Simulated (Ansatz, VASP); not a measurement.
**Two plane-wave programs on FeSi53**

```
Fe Si
1.0
     0.00000    8.14068    8.14068
     8.14068    0.00000    8.14068
     8.14068    8.14068    0.00000
Fe Si
1 53
Direct
  0.25030 0.24995 0.24992
  0.25126 0.25085 0.58095
  0.25122 0.25088 0.91701
  0.25125 0.58099 0.25082
  0.25027 0.58327 0.58324
  0.25124 0.58101 0.91695
  0.25122 0.91703 0.25085
  0.25123 0.91699 0.58096
  0.25048 0.91656 0.91650
  0.58136 0.25088 0.25086
  0.58364 0.24993 0.58326
  0.58132 0.25090 0.91701
  0.58363 0.58328 0.24989
  0.58364 0.58328 0.58322
  0.58364 0.58327 0.91656
  0.58132 0.91705 0.25083
  0.58365 0.91660 0.58322
  0.58363 0.91661 0.91657
  0.91736 0.25088 0.25084
  0.91741 0.25086 0.58094
  0.91691 0.25010 0.91649
  0.91741 0.58098 0.25081
  0.91698 0.58326 0.58321
  0.91696 0.58327 0.91657
  0.91691 0.91655 0.25004
  0.91695 0.91660 0.58323
  0.91690 0.91656 0.91651
  0.17050 0.17018 0.17016
  0.17056 0.17012 0.48924
  0.16710 0.16674 0.83310
  0.17056 0.48928 0.17009
  0.16669 0.50020 0.50017
  0.16667 0.50023 0.83295
  0.16710 0.83317 0.16668
  0.16666 0.83298 0.50019
  0.16708 0.83315 0.83312
  0.48962 0.17019 0.17016
  0.50060 0.16631 0.50020
  0.50057 0.16633 0.83298
  0.50059 0.50023 0.16628
  0.50028 0.49994 0.49990
  0.50058 0.50024 0.83292
  0.50057 0.83300 0.16629
  0.50058 0.83298 0.50018
  0.50058 0.83319 0.83313
  0.83351 0.16674 0.16668
  0.83335 0.16632 0.50019
  0.83348 0.16675 0.83309
  0.83335 0.50022 0.16628
  0.83336 0.50021 0.50016
  0.83355 0.50020 0.83313
  0.83348 0.83314 0.16670
  0.83355 0.83318 0.50014
  0.83354 0.83318 0.83315
```

Alike in both runs: task single point; functional PBE; k mesh 1 × 1 × 1; occupations gaussian, width 0.05 eV; collinear spin.

|  | VASP | Ansatz |
| --- | --- | --- |
| version | VASP 6.6.1 | Ansatz 0.2.0 |
| potentials or method | VASP PAW PBE potentials, release 64 (Fe, Si), cutoff 520 eV | scalar-relativistic, plane waves, PAW |
| valence electrons in the cell | 220 | 228 |

Ansatz gave:

- gap on the k mesh at the Fermi level (eV): 0.98
- rms of the force components (eV/Å): 0.001
- net moment per atom (μB): 0.00

Task: What did VASP give for the same quantities?

Result: gap on the k mesh at the Fermi level (eV): 0.99; rms of the force components (eV/Å): 0.004; net moment per atom (μB): 0.00.

Atom by atom the forces differ by 0.004 eV/Å (rms over components). VASP's potentials hold 220 valence electrons a cell and Ansatz's 228, so a difference there can come from the potentials and not from the codes. Ansatz's warnings: seeded moment not kept.
